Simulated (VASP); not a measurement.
KTaO3:

```
CELL_PARAMETERS angstrom
4.53625 0.00000 0.00000
-2.26812 3.92851 0.00000
0.00000 0.00000 5.55173
ATOMIC_POSITIONS crystal
K 0.00000 0.00000 0.00000
Ta 0.00000 0.00000 0.50000
O 0.45886 0.00000 0.00000
O 0.00000 0.45886 0.00000
O 0.54114 0.54114 0.00000
```

The cell was built from a structure type or drawn by symmetry, and may not be a known phase.

```yaml
Program: VASP 6.6.1
Task: relaxation of cell and atoms
Functional: PBE
Potentials_or_basis: VASP PAW PBE potentials, release 64 (K_sv, Ta_pv, O)
Cutoff: 600 eV
k_mesh: 6 × 6 × 4
Occupations: gaussian, width 0.1 eV
Spin: collinear spin
Starting_moments: "[0.0, 1.0, 0.0, 0.0, 0.0] μB"
```

At the start: pressure 4.7 GPa; volume 19.79 Å³/atom.

Task: Where does the relaxation end?

Result: Over 11 steps the energy falls by 189.6 meV/atom and the volume is 18.86 Å³/atom (-4.7 %); space group P-62m (No. 189, to 0.1 Å) before, P6/mmm (No. 191, to 0.1 Å); moment 0.00 μB per cell.

Step by step:
| step | energy change (eV) | largest force (eV/Å) | pressure (GPa) | volume (Å³) |
| --- | --- | --- | --- | --- |
| 1 | 0.0000 | 2.7760 | 4.68 | 98.94 |
| 2 | -0.7866 | 0.5459 | -1.93 | 107.32 |
| 3 | -0.7917 | 0.4196 | -2.26 | 108.04 |
| 4 | -0.8654 | 0.1719 | -1.26 | 103.74 |
| 5 | -0.8820 | 0.0456 | -0.30 | 100.77 |
| 6 | -0.8992 | 0.0797 | -0.30 | 99.35 |
| 7 | -0.9394 | 0.1762 | 0.09 | 95.08 |
| 8 | -0.9404 | 0.2179 | 0.55 | 92.95 |
| 9 | -0.9420 | 0.1988 | 0.30 | 93.96 |
| 10 | -0.9475 | 0.0091 | -0.27 | 94.39 |
| 11 | -0.9481 | 0.0382 | -0.14 | 94.28 |

Final structure:
```yaml
crystal:
  lattice:
    - [4.67899, 0.00000, 0.00000]
    - [-2.33949, 4.05212, 0.00000]
    - [0.00000, 0.00000, 4.97276]
  atoms:
    - { symbol: K, position: [0.00000, 0.00000, 0.00000] }
    - { symbol: Ta, position: [0.00000, 0.00000, 0.50000] }
    - { symbol: O, position: [0.50077, 0.00000, 0.00000] }
    - { symbol: O, position: [0.00000, 0.50077, 0.00000] }
    - { symbol: O, position: [0.49923, 0.49923, 0.00000] }
```
